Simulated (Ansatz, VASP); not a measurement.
**Two plane-wave programs on LuScN2**

```
Sc N Lu
1.0
     3.32921    0.00000    0.00000
     0.00000    3.27260    0.00000
     0.00000    0.00000    4.61882
Sc N Lu
1 2 1
Cartesian
  0.0000 0.0000 0.0000
  0.0000 0.0000 2.3094
  1.6646 1.6363 0.0000
  1.6646 1.6363 2.3094
```

Change from the starting cell: uniaxial_x strain +1.7%.

Alike in both runs: task single point; functional PBE; k mesh 8 × 8 × 6; occupations fermi-dirac, width 0.02 eV; no spin polarisation.

|  | VASP | Ansatz |
| --- | --- | --- |
| version | VASP 6.6.1 | Ansatz 0.2.0 |
| potentials or method | VASP PAW PBE potentials, release 64 (Sc_sv, N, Lu) | plane waves, PAW |
| plane-wave cutoff (eV) | 520 | 420 |
| valence electrons in the cell | 46 | 46 |

VASP gave:

| Property | Result |
| --- | --- |
| pressure (GPa) | 0.1 |

Which values does Ansatz return?

Pressure (GPa): -0.9.

Neither program's run includes spin-orbit coupling.
